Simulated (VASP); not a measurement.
Wanted: the native input for a VASP 6.6.1 run.

* Task: single point
* Functional: PBE
* Dispersion: D3(BJ)
* Potentials or basis: VASP PAW PBE potentials, release 64 (Sn_d)
* Cutoff: 520 eV
* k mesh: 16 × 16 × 16
* Occupations: gaussian, width 0.1 eV
* Spin: no spin polarisation
* Dipole correction: no
* k mesh for the DOS: 24 × 24 × 24
* Occupations for the DOS: tetrahedron
* Further INCAR settings: ALGO = Fast; EDIFF = 1e-06; NBANDS = 13

The system is Sn.

```xyz
1
Lattice="-1.7544 1.7546 2.1675 1.7544 -1.7546 2.1675 1.7544 1.7546 -2.1675" Properties=species:S:1:pos:R:3 pbc="T T T"
Sn    0.0000    0.0000    0.0000
```

The input as run:

POSCAR

```
Sn
1.0
   -1.7544065535      1.7546137013      2.1674907210
    1.7544065535     -1.7546137013      2.1674907210
    1.7544065535      1.7546137013     -2.1674907210
Sn
1
Direct
    0.0000000000      0.0000000000      0.0000000000
```

INCAR.step1

```
SYSTEM = Sn
PREC     = Accurate       ! precision mode
ENCUT    = 520            ! plane-wave cutoff, eV
EDIFF    = 1E-6           ! SCF threshold, eV
ISMEAR   = 0              ! smearing method
SIGMA    = 0.1            ! smearing width, eV
LREAL    = .FALSE.        ! projectors in reciprocal space
LASPH    = .TRUE.         ! aspherical terms in the spheres
NELM     = 60             ! most SCF steps
ALGO     = Fast           ! electronic algorithm
ISIF     = 2              ! what is computed and relaxed
LWAVE    = .FALSE.        ! write WAVECAR
LCHARG   = .TRUE.         ! write CHGCAR
GGA      = PE             ! functional
IVDW     = 12             ! dispersion correction
NBANDS   = 13             ! bands
```

KPOINTS.step1

```
Automatic mesh
0
G
  16 16 16
  0 0 0
```

INCAR.step2

```
SYSTEM = Sn
PREC     = Accurate       ! precision mode
ENCUT    = 520            ! plane-wave cutoff, eV
EDIFF    = 1E-6           ! SCF threshold, eV
ISMEAR   = -5             ! smearing method
SIGMA    = 0.1            ! smearing width, eV
LREAL    = .FALSE.        ! projectors in reciprocal space
LASPH    = .TRUE.         ! aspherical terms in the spheres
NELM     = 60             ! most SCF steps
ALGO     = Fast           ! electronic algorithm
ISIF     = 2              ! what is computed and relaxed
LWAVE    = .FALSE.        ! write WAVECAR
LCHARG   = .FALSE.        ! write CHGCAR
GGA      = PE             ! functional
IVDW     = 12             ! dispersion correction
LORBIT   = 10             ! projections on sites
NBANDS   = 13             ! bands
NEDOS    = 2001           ! points of the DOS
ICHARG   = 11             ! starting density
```

KPOINTS.step2

```
Automatic mesh
0
G
  24 24 24
  0 0 0
```

Potentials or basis: VASP PAW PBE potentials, release 64 (Sn_d).

Run with:

```console
$ cat potpaw_PBE.64/Sn_d/POTCAR > POTCAR
$ cp INCAR.step1 INCAR
$ cp KPOINTS.step1 KPOINTS
$ mpirun -np 1 vasp_std > vasp.out
$ cp INCAR.step2 INCAR
$ cp KPOINTS.step2 KPOINTS
$ mpirun -np 1 vasp_std > vasp.out
```

It gave:

```
Valence electrons inside the program's atomic spheres : Sn 12.17
Dispersion energy per atom                            : -0.392 eV
```

It took 11 min on 1 thread of Intel(R) Xeon(R) Platinum 8488C (Sapphire Rapids), on a shared host, peak memory 0.75 GiB.
